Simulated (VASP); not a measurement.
Crystal: C3BrN.

```
CELL_PARAMETERS angstrom
3.10954 1.79529 5.06654
-3.10954 1.79529 5.06654
0.00000 -3.59059 5.06654
ATOMIC_POSITIONS crystal
C 0.22500 0.27500 0.75000
C 0.27500 0.75000 0.22500
C 0.77500 0.72500 0.25000
C 0.25000 0.77500 0.72500
C 0.72500 0.25000 0.77500
C 0.75000 0.22500 0.27500
Br 0.75000 0.75000 0.75000
Br 0.25000 0.25000 0.25000
N 0.50000 0.50000 0.50000
N 0.00000 0.00000 0.00000
```

* Program: VASP 6.6.1
* Task: relaxation of cell and atoms
* Functional: PBE
* Potentials or basis: VASP PAW PBE potentials, release 64 (C, Br, N)
* Cutoff: 600 eV
* k mesh: 3 × 3 × 3
* Occupations: gaussian, width 0.1 eV
* Spin: collinear spin
* Starting moments: [0.43, 0.43, 0.43, 0.43, 0.43, 0.43, 0.0, 0.0, 0.0, 0.0] μB

At the start: pressure -17.1 GPa; volume 16.97 Å³/atom.

Q: How do energy, volume and symmetry change on relaxing?

A: Over 31 steps the energy falls by 642.6 meV/atom and the volume is 10.50 Å³/atom (-38.1 %); space group R-3c (No. 167, to 0.1 Å) before and after; moment 0.00 μB per cell.

The path:
| step | energy change (eV) | largest force (eV/Å) | pressure (GPa) | volume (Å³) |
| --- | --- | --- | --- | --- |
| 1 | 0.0000 | 0.1846 | -17.10 | 169.70 |
| 2 | -4.0781 | 0.2990 | -14.32 | 129.00 |
| 3 | -5.8299 | 0.1159 | -0.69 | 100.82 |
| 4 | -5.8308 | 0.1099 | 0.57 | 99.68 |
| 5 | -5.8516 | 0.0949 | 0.59 | 99.62 |
| 6 | -5.9206 | 0.0661 | 1.12 | 99.38 |
| 7 | -6.0422 | 0.0048 | 2.83 | 98.67 |
| 8 | -5.9455 | 0.2189 | 9.83 | 96.36 |
| 9 | -1.5815 | 4.9888 | 44.39 | 88.62 |
| 10 | -5.9691 | 0.1245 | 9.84 | 96.20 |
| 11 | -5.5096 | 1.3410 | 19.54 | 92.86 |
| 12 | -6.0087 | 0.1788 | 10.90 | 95.56 |
| 13 | -5.9126 | 0.6231 | 14.50 | 94.28 |
| 14 | -6.0013 | 0.3229 | 12.27 | 95.02 |
| 15 | -6.0050 | 0.3349 | 12.27 | 95.06 |
| 16 | -6.0143 | 0.3727 | 12.27 | 95.16 |
| 17 | -6.0258 | 0.4568 | 12.29 | 95.36 |
| 18 | -6.0223 | 0.6474 | 12.37 | 95.75 |
| 19 | -6.0282 | 0.5496 | 12.32 | 95.56 |
| 20 | -6.0431 | 0.5417 | 12.02 | 95.74 |
| 21 | -6.0856 | 0.5182 | 11.16 | 96.29 |
| 22 | -6.1622 | 0.4724 | 9.51 | 97.40 |
| 23 | -6.2828 | 0.3843 | 6.44 | 99.63 |
| 24 | -6.4034 | 0.2222 | 1.17 | 104.20 |
| 25 | -6.4108 | 0.1771 | -0.21 | 105.60 |
| 26 | -6.4108 | 0.1708 | -0.40 | 105.81 |
| 27 | -6.4128 | 0.1579 | -0.39 | 105.76 |
| 28 | -6.4179 | 0.1194 | -0.35 | 105.60 |
| 29 | -6.4245 | 0.0418 | -0.26 | 105.29 |
| 30 | -6.4226 | 0.1147 | -0.06 | 104.67 |
| 31 | -6.4262 | 0.0212 | -0.19 | 105.04 |

Final structure:
```
C Br N
1.0
     2.34169    1.35198    5.52981
    -2.34169    1.35198    5.52981
     0.00000   -2.70395    5.52981
C Br N
6 2 2
Cartesian
  -0.2472 -1.3520 6.9123
  -1.0472 0.8901 6.9123
  0.2472 1.3520 9.6772
  -1.2944 -0.4619 9.6772
  1.0473 -0.8901 9.6772
  1.2944 0.4619 6.9123
  0.0000 0.0000 12.4421
  0.0000 0.0000 4.1474
  0.0000 0.0000 8.2947
  0.0000 0.0000 0.0000
```

Caveat: the k points lie up to 0.53 Å⁻¹ apart in the final cell, too coarse for converged energies and pressures of a metal; the volume moved by over 15 % at a fixed basis, so the end points are rough.
